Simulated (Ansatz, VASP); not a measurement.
SnTe3: VASP beside Ansatz

```
Sn Te
1.0
     6.19668    0.00000    0.00000
     0.00000    6.19668    0.00000
     0.00000    0.00000    6.19668
Sn Te
2 6
Direct
  0.00000 0.00000 0.00000
  0.50000 0.50000 0.50000
  0.25000 0.00000 0.50000
  0.50000 0.75000 0.00000
  0.75000 0.00000 0.50000
  0.50000 0.25000 0.00000
  0.00000 0.50000 0.75000
  0.00000 0.50000 0.25000
```

Change from the starting cell: species swapped into the SiMo3 type (Pm-3n, No. 223).

Alike in both runs: task relaxation of cell and atoms; functional PBE; k mesh 6 × 6 × 6; occupations gaussian, width 0.1 eV; no spin polarisation.

```csv
,VASP,Ansatz
version,VASP 6.6.1,Ansatz 0.2.0
potentials or method,"VASP PAW PBE potentials, release 64 (Sn_d, Te), cutoff 600 eV","scalar-relativistic, plane waves, PAW"
valence electrons in the cell,64,124
```

|  | VASP | Ansatz | Ansatz less VASP |
| --- | --- | --- | --- |
| gap on the k mesh at the Fermi level, each at its own relaxed structure (eV) | none | none | - |
| relaxed volume (Å³/atom) | 29.74 | 29.74 | 0.000 |
| relaxed cell length with the largest relative difference (Å) | 6.197 | 6.197 | 0.0000 |

A gap of «none» marks a metal or a gap that the smearing closes. VASP's potentials hold 64 valence electrons a cell and Ansatz's 124, so a difference there can come from the potentials and not from the codes.

Neither program's run includes spin-orbit coupling. Noted on VASP's run: the relaxation stopped at its first step, so nothing moved.
